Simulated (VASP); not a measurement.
# Ag (P6_3/mmc) in VASP: a series of runs, part 3 of 3

VASP 6.6.1. Earlier steps stand in the parts before.

## 5. Single point, PBE

This run uses another cell than the first one, of 17.91 Å³/atom, 0.926 times its volume.

File INCAR:

```
PREC = Accurate
ENCUT = 500
EDIFF = 1E-6
ISMEAR = -1
SIGMA = 0.1
LREAL = F
LASPH = T
NELM = 120
ALGO = Normal
ISIF = 2
LWAVE = F
LCHARG = F
GGA = PE
NBANDS = 18
GGA_COMPAT = F
```

File KPOINTS:

```
Automatic mesh
0
Gamma
  6 6 4
```

File POSCAR:

```
Ag
1.0
    2.9451763450      0.0000000000      0.0000000000
   -1.4725881725      2.5505975334      0.0000000000
    0.0000000000      0.0000000000      4.7693064599
Ag
2
Direct
    0.3333333333      0.6666666667      0.2500000000
    0.6666666667      0.3333333333      0.7500000000
```

Potentials or basis: VASP PAW PBE potentials, release 64 (Ag).

Command:

```
> cat potpaw_PBE.64/Ag/POTCAR > POTCAR
> mpirun -np 1 vasp_std > vasp.out
```

OUTCAR:

```text
PREC = Accurate
   ENCUT = 500
   EDIFF = 1E-6
   ISMEAR = -1
   LREAL = F
   LASPH = T
   NELM = 120
   ISIF = 2
   GGA = PE

 ion  position               nearest neighbor table
   1  0.333  0.667  0.250-   2 2.93   2 2.93   2 2.93   2 2.93   2 2.93   2 2.93
   2  0.667  0.333  0.750-   1 2.93   1 2.93   1 2.93   1 2.93   1 2.93   1 2.93

  LATTYP: Found a hexagonal cell.
 ALAT       =     2.9451763450
 C/A-ratio  =     1.6193619333

  Lattice vectors:

 A1 = (   2.9451763450,   0.0000000000,   0.0000000000)
 A2 = (  -1.4725881725,   2.5505975334,   0.0000000000)
 A3 = (   0.0000000000,   0.0000000000,   4.7693064599)

Analysis of symmetry for initial positions (statically):
=====================================================================
 Subroutine PRICEL returns:
 Original cell was already a primitive cell.

 Routine SETGRP: Setting up the symmetry group for a
 hexagonal supercell.

 Subroutine GETGRP returns: Found 24 space group operations
 (whereof 12 operations were pure point group operations)
 out of a pool of 24 trial point group operations.

The static configuration has the point symmetry D_3d.
 The point group associated with its full space group is D_6h.

Analysis of symmetry for dynamics (positions and initial velocities):
=====================================================================
 Subroutine PRICEL returns:
 Original cell was already a primitive cell.

 Routine SETGRP: Setting up the symmetry group for a
 hexagonal supercell.

 Subroutine GETGRP returns: Found 24 space group operations
 (whereof 12 operations were pure point group operations)
 out of a pool of 24 trial point group operations.

The dynamic configuration has the point symmetry D_3d.
 The point group associated with its full space group is D_6h.

 Subroutine INISYM returns: Found 24 space group operations
 (whereof 12 operations are pure point group operations),
 and found     1 'primitive' translations

----------------------------------------------------------------------------------------

                                     Primitive cell

  volume of cell :      35.8268

  direct lattice vectors                    reciprocal lattice vectors
     2.945176345  0.000000000  0.000000000     0.339538242  0.196032496  0.000000000
    -1.472588173  2.550597533  0.000000000     0.000000000  0.392064991  0.000000000
     0.000000000  0.000000000  4.769306460     0.000000000  0.000000000  0.209674092

  length of vectors
     2.945176345  2.945176345  4.769306460     0.392064991  0.392064991  0.209674092

  position of ions in fractional coordinates (direct lattice)
     0.333333333  0.666666667  0.250000000
     0.666666667  0.333333333  0.750000000

  ion indices of the primitive-cell ions
   primitive index   ion index
                 1           1
                 2           2

----------------------------------------------------------------------------------------

 KPOINTS: Automatic mesh

Automatic generation of k-mesh.
 Grid dimensions read from file:
 generate k-points for:    6    6    4

 Generating k-lattice:

  Cartesian coordinates                     Fractional coordinates (reciprocal lattice)
     0.056589707  0.032672083  0.000000000     0.166666667  0.000000000  0.000000000
     0.000000000  0.065344165  0.000000000     0.000000000  0.166666667  0.000000000
     0.000000000  0.000000000  0.052418523     0.000000000  0.000000000  0.250000000

  Length of vectors
     0.065344165  0.065344165  0.052418523

  Shift w.r.t. Gamma in fractional coordinates (k-lattice)
     0.000000000  0.000000000  0.000000000

 Subroutine IBZKPT returns following result:
 ===========================================

 Found     21 irreducible k-points:

 Following reciprocal coordinates:
            Coordinates               Weight
  0.000000  0.000000  0.000000      1.000000
  0.166667  0.000000  0.000000      6.000000
  0.333333 -0.000000  0.000000      6.000000
  0.500000  0.000000  0.000000      3.000000
  0.166667  0.166667  0.000000      6.000000
  0.333333  0.166667  0.000000     12.000000
[... 13 lines left out ...]
  0.333333  0.166667  0.500000     12.000000
  0.333333  0.333333  0.500000      2.000000
   k-points           NKPTS =     21   k-points in BZ     NKDIM =     21   number of bands    NBANDS=     18
   number of dos      NEDOS =    301   number of ions     NIONS =      2
   total plane-waves  NPLWV =  20736
   dimension x,y,z NGX =    24 NGY =   24 NGZ =   36
   dimension x,y,z NGXF=    48 NGYF=   48 NGZF=   72
   ions per type =               2
   NGX,Y,Z   is equivalent  to a cutoff of  13.55, 13.55, 12.55 a.u.
   NGXF,Y,Z  is equivalent  to a cutoff of  27.09, 27.09, 25.10 a.u.
 SYSTEM =  unknown system
   PREC   = accura    normal or accurate (medium, high low for compatibility)
   ISTART =      0    job   : 0-new  1-cont  2-samecut
   ICHARG =      2    charge: 1-file 2-atom 10-const
   ISPIN  =      1    spin polarized calculation?
   LNONCOLLINEAR =      F non collinear calculations
   LSORBIT =      F    spin-orbit coupling
   LASPH  =      T    aspherical Exc in radial PAW
   ENCUT  =  500.0 eV  36.75 Ry    6.06 a.u.   5.37  5.37  8.70*2*pi/ulx,y,z
   NELM   =    120;   NELMIN=  2; NELMDL= -5     # of ELM steps
   EDIFF  = 0.1E-05   stopping-criterion for ELM
   LREAL  =      F    real-space projection
   EDIFFG = 0.1E-04   stopping-criterion for IOM
   NSW    =      0    number of steps for IOM
   IBRION =     -1    ionic relax: 0-MD 1-quasi-New 2-CG
   NFREE  =      0    steps in history (QN), initial steepest desc. (CG)
   ISIF   =      2    stress and relaxation
   ISYM   =      2    0-nonsym 1-usesym 2-fastsym
   POTIM  = 0.5000    time-step for ionic-motion
   TEBEG  =    0.0;   TEEND  =   0.0 temperature during run
   PSTRESS=    0.0 pullay stress
   NELECT =      22.0000    total number of electrons
   NUPDOWN=      -1.0000    fix difference up-down
   EMIN   =  10.00;   EMAX   =-10.00  energy-range for DOS
   EFERMI =   0.00;   METHOD = LEGACY
   ISMEAR =    -1;   SIGMA  =   0.10  broadening in eV -4-tet -1-fermi 0-gaus
   EFERMI_NEDOS =   21; number of points for ismear=-14 and -15
   IALGO  =     38    algorithm
   IMIX   =      4    mixing-type and parameters
     AMIX     =   0.40;   BMIX     =  1.00
     AMIX_MAG =   1.60;   BMIX_MAG =  1.00
  volume/ion in A,a.u.               =      17.91       120.89
  Fermi-wavevector in a.u.,A,eV,Ry     =   1.391488  2.629532 26.344141  1.936240
  Thomas-Fermi vector in A             =   2.515323
   LORBIT       =      0    0 simple, 1 ext, 2 COOP (PROOUT), +10 PAW based schemes
   GGA     = PE    functional components
   LHFCALC =     F    Hartree Fock is set to
   AEXX    =    0.0000 exact exchange contribution
   IVDW    =     0    specifies the selected vdW correction
   LEPSILON=     F    determine dielectric tensor
   LRPA    =     F    only Hartree local field effects (RPA)
 non-spin polarized calculation
  energy-cutoff  :      500.00
  volume of cell :       35.83
 maximum number of plane-waves:       941
 NGX is ok and might be reduce to    24
   NGX = 11   NGY = 11   NGZ = 17

 number of electron      22.0000008 magnetization

 Free energy of the ion-electron system (eV)
  ---------------------------------------------------
  ext. energy  EPLUGINS =         0.00000000
  ---------------------------------------------------
  free energy    TOTEN  =        -5.40212282 eV

  energy without entropy =       -5.38426084  energy(sigma->0) =       -5.39319183

 E-fermi :   7.7180     XC(G=0): -11.9138

 val. band max:        7.5564868322   @ k =   0.0000   0.0000   0.0000
 cond. band min:       7.8641647202   @ k =   0.5000   0.0000   0.0000
 fundamental gap:      0.3076778881
 Fermi energy:         7.7179753703

 k-point     1 :       0.0000    0.0000    0.0000
  band No.  band energies     occupation
      1       0.3518      2.00000
      2       1.6779      2.00000
      3       3.1660      2.00000
      4       3.2310      2.00000
      5       3.2310      2.00000
      6       3.4559      2.00000
[... 10 lines left out ...]
     17      25.3257      0.00000
     18      25.3814      0.00000
[... 400 lines left out ...]
 k-point    21 :       0.3333    0.3333    0.5000
  band No.  band energies     occupation
      1       2.3939      2.00000
      2       2.3939      2.00000
      3       2.7967      2.00000
      4       2.7967      2.00000
      5       3.3158      2.00000
      6       3.3158      2.00000
[... 10 lines left out ...]
     17      24.0188      0.00000
     18      24.0188      0.00000

------------------------ aborting loop because EDIFF is reached ----------------------------------------

  FORCE on cell =-STRESS in cart. coord.  units (eV):
  Direction    XX          YY          ZZ          XY          YZ          ZX
  --------------------------------------------------------------------------------------
  -------------------------------------------------------------------------------------
  Total        0.2041476      0.2041476     -0.1911820      0.0000000      0.0000000      0.0000000
  in kB        9.1294873      9.1294873     -8.5496648      0.0000000      0.0000000      0.0000000
  external PRESSURE =       3.2364366 kB  Pullay stress =       0.0000000 kB

 VOLUME and BASIS-vectors are now :
 -----------------------------------------------------------------------------
  energy-cutoff  :      500.00
  volume of cell :       35.83
      direct lattice vectors                 reciprocal lattice vectors
     2.945176345  0.000000000  0.000000000     0.339538242  0.196032496  0.000000000
    -1.472588173  2.550597533  0.000000000     0.000000000  0.392064991  0.000000000
     0.000000000  0.000000000  4.769306460     0.000000000  0.000000000  0.209674092

 POSITION                                       TOTAL-FORCE (eV/Angst)
 -----------------------------------------------------------------------------------
     -0.00000      1.70040      1.19233         0.000000     -0.000000      0.000000
      1.47259      0.85020      3.57698        -0.000000      0.000000      0.000000
 -----------------------------------------------------------------------------------
    total drift:                               -0.000000      0.000000     -0.000000

  FREE ENERGIE OF THE ION-ELECTRON SYSTEM (eV)
  ---------------------------------------------------
  free  energy   TOTEN  =        -5.4021228225 eV

  energy  without entropy=       -5.3842608386  energy(sigma->0) =       -5.39319183
```

OSZICAR:

```text
N       E                     dE             d eps       ncg     rms          rms(c)
DAV:   1     0.123518763456E+03    0.12352E+03   -0.11580E+04   756   0.116E+03
DAV:   2    -0.384627728534E+01   -0.12737E+03   -0.12128E+03   786   0.264E+02
DAV:   3    -0.585957049605E+01   -0.20133E+01   -0.20075E+01   890   0.371E+01
DAV:   4    -0.586574194970E+01   -0.61715E-02   -0.61709E-02   858   0.206E+00
DAV:   5    -0.586579351624E+01   -0.51567E-04   -0.51564E-04   850   0.197E-01    0.655E+00
DAV:   6    -0.541914821300E+01    0.44665E+00   -0.11344E+00   778   0.113E+01    0.438E+00
DAV:   7    -0.540688913998E+01    0.12259E-01   -0.12798E-02   836   0.103E+00    0.250E+00
DAV:   8    -0.540209644911E+01    0.47927E-02   -0.10552E-03   790   0.270E-01    0.975E-02
DAV:   9    -0.540211164899E+01   -0.15200E-04   -0.16683E-05   914   0.304E-02    0.367E-02
DAV:  10    -0.540212328292E+01   -0.11634E-04   -0.76174E-06   834   0.255E-02    0.384E-03
DAV:  11    -0.540212282252E+01    0.46039E-06   -0.82618E-08   436   0.266E-03
   1 F= -.54021228E+01 E0= -.53931918E+01  d E =-.178620E-01
```

stdout:

```text
POSCAR found type information on POSCAR Ag
 POSCAR found :  1 types and       2 ions
 scaLAPACK will be used
 LDA part: xc-table for (Slater+PW92), standard interpolation
 POSCAR, INCAR and KPOINTS ok, starting setup
 FFT: planning ... GRIDC
 FFT: planning ... GRID_SOFT
 FFT: planning ... GRID
 WAVECAR not read
 entering main loop
```

It took 7.4 s on 1 thread of Intel Xeon Platinum 8488C (Sapphire Rapids), shared host; peak memory 0.15 GiB.

Results:

| Property | Result |
| --- | --- |
| Free energy | -5.4021 eV |
| Pressure | 0.3 GPa |
| Band gap on the k mesh | zero (band 11 reaches 11.70 eV, above the bottom of band 12 at 4.40 eV) |

Stress tensor (GPa, compression positive):
```
 0.91  0.00  0.00
 0.00  0.91  0.00
 0.00  0.00 -0.85
```

Caveat: the k points lie up to 0.41 Å⁻¹ apart.

## 6. Overview

| cell | k mesh | cutoff (eV) | gap on the mesh (eV) | pressure (GPa) |
| --- | --- | --- | --- | --- |
| a = 3.022, b = 3.022, c = 4.893 Å, angles 90.0, 90.0, 120.0°, 2 atoms | 14 × 14 × 8 | 520 | none | -5.7 |
| a = 3.059, b = 3.059, c = 4.953 Å, angles 90.0, 90.0, 120.0°, 2 atoms | 14 × 14 × 8 | 520 | none | -7.5 |
| a = 2.945, b = 2.945, c = 4.769 Å, angles 90.0, 90.0, 120.0°, 2 atoms | 20 × 20 × 11 | 520 | none | -0.3 |
| a = 2.945, b = 2.945, c = 4.769 Å, angles 90.0, 90.0, 120.0°, 2 atoms | 6 × 6 × 4 | 500 | none | 0.3 |

Alike in all rows: task single point; level PBE; potentials or basis VASP PAW PBE potentials, release 64 (Ag); no spin polarisation; smearing fermi-dirac 0.1 eV.

Caveats: some runs use coarse meshes.

Total energies depend on the potentials used, so only differences within one code and one set of settings carry meaning.
